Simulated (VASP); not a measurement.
# Sr2LuNiO6 (I4/m) in VASP: single point with r2SCAN

Aim: the single point of Sr2LuNiO6 with r2SCAN.

Program: VASP 6.6.1. These are calculated values, not measurements. Logs are shortened: lines on timing, memory, paths and dates and some standing lists are left out, and cuts for length are marked.

## 1. The cell of the first run

Symmetry: I4/m, No. 87, tetragonal system. The conventional cell has a = 5.759 Å, b = 5.759 Å, c = 8.201 Å, α = 90.00°, β = 90.00°, γ = 90.00°. O (site symmetry m) has 1 Lu at 1.99 Å and 1 Ni at 2.12 Å within 2.6 Å. Within 2.7 Å of O (site symmetry 4) lie 1 Lu at 2.01 Å and 1 Ni at 2.09 Å. Lu (site symmetry 4/m) has 6 O at 1.99 to 2.01 Å within 2.6 Å. Sr (site symmetry -4) has 12 O at 2.72 to 3.07 Å and 4 Lu at 3.53 Å and 4 Ni at 3.53 Å within 3.6 Å. Ni (site symmetry 4/m) has 6 O at 2.09 to 2.12 Å within 2.8 Å.

## 2. Single point, r2SCAN

POSCAR

```
Sr2LuNiO6
1.0
    0.0000000000      5.7590870000      0.0000000000
    5.7590870000      0.0000000000      0.0000000000
    2.8795430000      2.8795430000     -4.1003610000
O Lu Sr Ni
6 1 2 1
Direct
    0.2270000000      0.2890000000      0.0000000000
    0.2890000000      0.7730000000      0.0000000000
    0.7730000000      0.7110000000      0.0000000000
    0.7110000000      0.2270000000      0.0000000000
    0.2550000000      0.2550000000      0.4900000000
    0.7450000000      0.7450000000      0.5100000000
    0.5000000000      0.5000000000      0.0000000000
    0.7500000000      0.2500000000      0.5000000000
    0.2500000000      0.7500000000      0.5000000000
    0.0000000000      0.0000000000      0.0000000000
```

INCAR.step1

```
PREC = Accurate
ENCUT = 520
ISMEAR = -1
SIGMA = 0.1
LREAL = F
LASPH = T
NELM = 100
NBANDS = 56
GGA = PE
ALGO = Normal
EDIFF = 1E-4
LWAVE = T
LCHARG = F
```

INCAR.step2

```
PREC = Accurate
ENCUT = 520
EDIFF = 1E-6
ISMEAR = -1
SIGMA = 0.1
LREAL = F
LASPH = T
NELM = 100
ALGO = Normal
ISIF = 2
LWAVE = F
LCHARG = F
METAGGA = R2SCAN
LMIXTAU = T
NBANDS = 56
ISTART = 1
```

KPOINTS

```
Automatic mesh
0
Gamma
  5 5 5
```

Potentials or basis: VASP PAW PBE potentials, release 64 (O, Lu, Sr_sv, Ni).

Run with:

```console
$ cat potpaw_PBE.64/O/POTCAR potpaw_PBE.64/Lu/POTCAR potpaw_PBE.64/Sr_sv/POTCAR potpaw_PBE.64/Ni/POTCAR > POTCAR
$ cp INCAR.step1 INCAR
$ mpirun -np 1 vasp_std > vasp.out
$ cp INCAR.step2 INCAR
$ mpirun -np 1 vasp_std > vasp.out
```

OUTCAR:

```text
PREC = Accurate
   ENCUT = 520
   EDIFF = 1E-6
   ISMEAR = -1
   LREAL = F
   LASPH = T
   NELM = 100
   ISIF = 2
   METAGGA = R2SCAN
   ISTART = 1

 ion  position               nearest neighbor table
   1  0.227  0.289  0.000-   7 1.99  10 2.12   9 2.72   8 2.72   8 3.07   9 3.07
   2  0.289  0.773  0.000-   7 1.99  10 2.12   9 2.72   8 2.72   9 3.07   8 3.07
   3  0.773  0.711  0.000-   7 1.99  10 2.12   8 2.72   9 2.72   9 3.07   8 3.07
   4  0.711  0.227  0.000-   7 1.99  10 2.12   8 2.72   9 2.72   8 3.07   9 3.07
   5  0.255  0.255  0.490-   7 2.01  10 2.09   8 2.88   9 2.88   9 2.88   8 2.88
   6  0.745  0.745  0.510-   7 2.01  10 2.09   9 2.88   8 2.88   9 2.88   8 2.88
   7  0.500  0.500  0.000-   1 1.99   2 1.99   3 1.99   4 1.99   5 2.01   6 2.01   8 3.53   9 3.53
                             8 3.53   9 3.53   9 3.53   8 3.53   9 3.53   8 3.53
   8  0.750  0.250  0.500-   4 2.72   3 2.72   1 2.72   2 2.72   5 2.88   6 2.88   5 2.88   6 2.88
                             4 3.07   1 3.07   3 3.07   2 3.07  10 3.53  10 3.53   7 3.53   7 3.53
   9  0.250  0.750  0.500-   2 2.72   1 2.72   3 2.72   4 2.72   5 2.88   6 2.88   5 2.88   6 2.88
                             2 3.07   3 3.07   1 3.07   4 3.07   7 3.53  10 3.53   7 3.53  10 3.53
  10  0.000  0.000  0.000-   6 2.09   5 2.09   2 2.12   3 2.12   4 2.12   1 2.12   9 3.53   8 3.53
                             8 3.53   9 3.53   8 3.53   9 3.53   8 3.53   9 3.53

  LATTYP: Found a body centered tetragonal cell.
 ALAT       =     5.7590870000
 C/A-ratio  =     1.4239621662

  Lattice vectors:

 A1 = (  -2.8795430000,   2.8795440000,   4.1003610000)
 A2 = (   2.8795440000,  -2.8795430000,   4.1003610000)
 A3 = (   2.8795430000,   2.8795430000,  -4.1003610000)

Analysis of symmetry for initial positions (statically):
=====================================================================
 Subroutine PRICEL returns:
 Original cell was already a primitive cell.

 Routine SETGRP: Setting up the symmetry group for a
 body centered tetragonal supercell.

 Subroutine GETGRP returns: Found  8 space group operations
 (whereof  8 operations were pure point group operations)
 out of a pool of 16 trial point group operations.

The static configuration has the point symmetry C_4h.

Analysis of symmetry for dynamics (positions and initial velocities):
=====================================================================
 Subroutine PRICEL returns:
 Original cell was already a primitive cell.

 Routine SETGRP: Setting up the symmetry group for a
 body centered tetragonal supercell.

 Subroutine GETGRP returns: Found  8 space group operations
[... 125 lines left out ...]
   PSTRESS=    0.0 pullay stress
   NELECT =      91.0000    total number of electrons
   NUPDOWN=      -1.0000    fix difference up-down
   EMIN   =  10.00;   EMAX   =-10.00  energy-range for DOS
   EFERMI =   0.00;   METHOD = LEGACY
   ISMEAR =    -1;   SIGMA  =   0.10  broadening in eV -4-tet -1-fermi 0-gaus
   EFERMI_NEDOS =   21; number of points for ismear=-14 and -15
   IALGO  =     38    algorithm
   IMIX   =      4    mixing-type and parameters
     AMIX     =   0.40;   BMIX     =  1.00
     AMIX_MAG =   1.60;   BMIX_MAG =  1.00
  volume/ion in A,a.u.               =      13.60        91.78
  Fermi-wavevector in a.u.,A,eV,Ry     =   1.431898  2.705895 27.896470  2.050333
  Thomas-Fermi vector in A             =   2.551585
   LORBIT       =      0    0 simple, 1 ext, 2 COOP (PROOUT), +10 PAW based schemes
   METAGGA = R2SCAN    functional components
   LHFCALC =     F    Hartree Fock is set to
   AEXX    =    0.0000 exact exchange contribution
   IVDW    =     0    specifies the selected vdW correction
   LEPSILON=     F    determine dielectric tensor
   LRPA    =     F    only Hartree local field effects (RPA)
 non-spin polarized calculation
  energy-cutoff  :      520.00
  volume of cell :      136.00
 maximum number of plane-waves:      3703
 NGX is ok and might be reduce to    48
   NGX = 21   NGY = 21   NGZ = 21

 number of electron      90.9999997 magnetization

 Free energy of the ion-electron system (eV)
  ---------------------------------------------------
  ext. energy  EPLUGINS =         0.00000000
  ---------------------------------------------------
  free energy    TOTEN  =      -137.65699747 eV

  energy without entropy =     -137.42581225  energy(sigma->0) =     -137.54140486

 E-fermi :   1.3972     XC(G=0): -11.4093

 val. band max:        1.3914851768   @ k =   0.0000   0.0000   0.0000
 cond. band min:       1.4355926748   @ k =   0.2000   0.2000   0.0000
 fundamental gap:      0.0441074981
 Fermi energy:         1.3971975356

 k-point     1 :       0.0000    0.0000    0.0000
  band No.  band energies     occupation
      1     -52.8816      2.00000
      2     -32.4636      2.00000
      3     -32.4317      2.00000
      4     -23.6176      2.00000
      5     -23.6175      2.00000
      6     -23.5156      2.00000
[... 1228 lines left out ...]
     55      10.3253      0.00000
     56      10.5583      0.00000

------------------------ aborting loop because EDIFF is reached ----------------------------------------

  FORCE on cell =-STRESS in cart. coord.  units (eV):
  Direction    XX          YY          ZZ          XY          YZ          ZX
  --------------------------------------------------------------------------------------
  -------------------------------------------------------------------------------------
  Total       -1.2769082     -1.2769082     -2.6894457      0.0000759     -0.0000003     -0.0000003
  in kB      -15.0432230    -15.0432230    -31.6842913      0.0008938     -0.0000039     -0.0000039
  external PRESSURE =     -20.5902458 kB  Pullay stress =       0.0000000 kB

 VOLUME and BASIS-vectors are now :
 -----------------------------------------------------------------------------
  energy-cutoff  :      520.00
  volume of cell :      136.00
      direct lattice vectors                 reciprocal lattice vectors
     0.000000000  5.759087000  0.000000000     0.000000000  0.173638634  0.121940462
     5.759087000  0.000000000  0.000000000     0.173638634  0.000000000  0.121940462
     2.879543000  2.879543000 -4.100361000     0.000000000  0.000000000 -0.243880966

 POSITION                                       TOTAL-FORCE (eV/Angst)
 -----------------------------------------------------------------------------------
      1.66438      1.30731      0.00000        -3.114078     -3.426855     -0.000000
      4.45177      1.66438      0.00000         3.426855     -3.114078     -0.000000
      4.09471      4.45177      0.00000         3.114078      3.426855     -0.000000
      1.30731      4.09471      0.00000        -3.426855      3.114078      0.000000
      2.87954      2.87954     -2.00918        -0.000001     -0.000001     -4.372000
      5.75909      5.75909     -2.09118         0.000001      0.000001      4.372000
      2.87954      2.87954      0.00000        -0.000000      0.000000      0.000000
      2.87954      5.75909     -2.05018         0.000000      0.000000      0.000000
      5.75909      2.87954     -2.05018         0.000000      0.000000      0.000000
      0.00000      0.00000      0.00000        -0.000000      0.000000      0.000000
 -----------------------------------------------------------------------------------
    total drift:                               -0.000000      0.000000     -0.000000

  FREE ENERGIE OF THE ION-ELECTRON SYSTEM (eV)
  ---------------------------------------------------
  free  energy   TOTEN  =      -137.6569974681 eV

  energy  without entropy=     -137.4258122539  energy(sigma->0) =     -137.54140486
```

Wall time 23 min (1 thread of AMD EPYC 7R43 (Zen 3), shared host); peak memory 0.42 GiB.

Results:

```
Free energy            : -137.6570 eV
Pressure               : -2.1 GPa
Largest force          : 4.630 eV/Å
Band gap on the k mesh : zero (an odd number of electrons rules out a gap without spin polarisation)
```

Forces in eV/Å, atoms in the order of the input:
```
O   -3.114 -3.427  0.000
O    3.427 -3.114  0.000
O    3.114  3.427  0.000
O   -3.427  3.114  0.000
O    0.000  0.000 -4.372
O    0.000  0.000  4.372
Lu   0.000  0.000  0.000
Sr   0.000  0.000  0.000
Sr   0.000  0.000  0.000
Ni   0.000  0.000  0.000
```

Caveat: the PAW data sets were made with another functional, which shifts forces and pressure a little; spin-orbit coupling is left out, which moves the levels of the heavy elements; an odd number of electrons without spin polarisation forces a metal; a magnetic or distorted state may lie lower; the run has no spin polarisation, though such a crystal can be magnetic; semilocal functionals often make such compounds metallic where correlation or magnetic order opens a gap, which also shifts bond lengths. With open d or f shells a metallic result of r2SCAN can be an artefact of self-interaction; +U or a hybrid may open a gap.

The gap in the log of VASP goes by the Fermi energy; the results here count the filled bands.